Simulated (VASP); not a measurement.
Write the native input for VASP 6.6.1 that does the following.

```
Task                   : relaxation of cell and atoms
Functional             : PBEsol
Potentials or basis    : VASP PAW PBE potentials, release 64 (Ag, Cl)
Cutoff                 : 500 eV
k mesh                 : 8 × 8 × 8
Occupations            : gaussian, width 0.02 eV
Spin                   : no spin polarisation
Dipole correction      : no
Further INCAR settings : ALGO = Normal; EDIFF = 1e-07; IBRION = 2; EDIFFG = -0.002; NSW = 100; ISIF = 3
```

The structure of AgCl (sol) lies in POSCAR:

```
AgCl
1.0
    0.0000000000      2.7726630000      2.7726630000
    2.7726630000      0.0000000000      2.7726630000
    2.7726630000      2.7726630000      0.0000000000
Ag Cl
1 1
Direct
    0.0000000000      0.0000000000      0.0000000000
    0.5000000000      0.5000000000      0.5000000000
```

One way to write it, as run:

INCAR

```
ALGO     = Normal         # electronic algorithm
EDIFF    = 1E-7           # SCF threshold, eV
EDIFFG   = -0.002         # ionic threshold
ENCUT    = 500            # plane-wave cutoff, eV
GGA      = PS             # functional
GGA_COMPAT= F            
IBRION   = 2              # ionic algorithm
ISIF     = 3              # what is computed and relaxed
ISMEAR   = 0              # smearing method
LASPH    = T              # aspherical terms in the spheres
LCHARG   = F              # write CHGCAR
LREAL    = F              # projectors in reciprocal space
LWAVE    = F              # write WAVECAR
NELM     = 120            # most SCF steps
NELMIN   = 4            
NSW      = 100            # ionic steps
PREC     = Accurate       # precision mode
SIGMA    = 0.02           # smearing width, eV
```

KPOINTS

```
k-points
0
Gamma
  8 8 8
```

Potentials or basis: VASP PAW PBE potentials, release 64 (Ag, Cl).

Command:

```sh
$ cat potpaw_PBE.64/Ag/POTCAR potpaw_PBE.64/Cl/POTCAR > POTCAR
$ mpirun -np 1 vasp_std > vasp.out
```

Results of the run:

| Quantity | Value |
| --- | --- |
| Relaxed volume | 20.17 Å³/atom |
| Relaxed cell | a = 3.850 Å, b = 3.850 Å, c = 3.850 Å, α = 60.00°, β = 60.00°, γ = 60.00° |
| Space group after relaxing (to 0.05 Å) | Fm-3m (No. 225) |
| Energy gained by relaxing | 10.3 meV/atom |
| Ionic steps | 3 |
| Pressure after relaxing | 0.0 GPa |
| Band gap on the k mesh | 0.72 eV, indirect (least direct gap 3.23 eV) |

Caveat: the PAW data sets were made with another functional, which shifts forces and pressure a little.

Wall time 63 s on 1 thread of Intel Xeon 8259CL (shared host), peak memory 0.18 GiB.
